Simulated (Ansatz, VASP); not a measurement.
**Al in VASP and in Ansatz**

```
Al
1.0
     1.42527   -2.46837    0.00000
     1.42527    2.46837    0.00000
     0.00000    0.00000    4.73073
Al
2
Direct
  0.66666 0.33334 0.75000
  0.33334 0.66666 0.25000
```

Alike in both runs: functional PBE; k mesh 22 × 22 × 12; occupations gaussian, width 0.1 eV; no spin polarisation.

Ansatz relaxed the structure, and its values are those at the end. VASP's run is a single point on that final structure, the one shown.

|  | VASP | Ansatz |
| --- | --- | --- |
| version | VASP 6.6.1 | Ansatz 0.2.0 |
| potentials or method | VASP PAW PBE potentials, release 64 (Al), cutoff 520 eV | scalar-relativistic, plane waves, PAW |
| valence electrons in the cell | 6 | 6 |

```csv
,VASP,Ansatz,Ansatz less VASP
gap on the k mesh at the Fermi level (eV),none,none,-
pressure (GPa),0.0,0.0,+0.03
```

A gap of «none» marks a metal or a gap that the smearing closes.
